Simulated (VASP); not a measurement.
BaTiO3, 5 atoms in the cell. The structure is tetragonal, space group P4mm (No. 99). The conventional cell has a = 3.926 Å, b = 3.926 Å, c = 4.238 Å, α = 90.00°, β = 90.00°, γ = 90.00°. Ba (site symmetry 4mm) has 12 O at 2.78 to 2.99 Å and 8 Ti at 3.45 to 3.54 Å within 3.7 Å. Within 2.5 Å of Ti (site symmetry 4mm) lie 6 O at 1.83 to 2.41 Å. O (site symmetry 2mm) has 2 Ti at 1.97 Å within 2.6 Å. O (site symmetry 4mm) has 2 Ti at 1.83 to 2.41 Å within 2.5 Å.  This cell differs from its parent crystal: biaxial strain in the a-b plane: -1.5 %.

```yaml
Program: VASP 6.6.1
Task: single point
Functional: PBE
Potentials_or_basis: VASP PAW PBE potentials, release 64 (Ba_sv, Ti_sv, O_h)
Cutoff: 910 eV
k_mesh: 8 × 8 × 6
Occupations: gaussian, width 0.02 eV
Spin: no spin polarisation
Dipole_correction: no
Further_INCAR_settings: ALGO = Normal; EDIFF = 1e-06; NBANDS = 28
```

Potentials or basis: VASP PAW PBE potentials, release 64 (Ba_sv, Ti_sv, O_h).

Launch:

```bash
$ cat potpaw_PBE.64/Ba_sv/POTCAR potpaw_PBE.64/Ti_sv/POTCAR potpaw_PBE.64/O_h/POTCAR > POTCAR
$ mpirun -np 1 vasp_std > vasp.out
```

Hardware: 1 thread of AMD EPYC 7R43 64-Core Processor (Zen 3), with other jobs on the host.

Problem. Estimate the wall time of this run.

Solution. Wall time 4.1 min on 1 thread of AMD EPYC 7R43 64-Core Processor (Zen 3) (shared host), peak memory 0.39 GiB. Counts: scf iterations 16, k points 60.
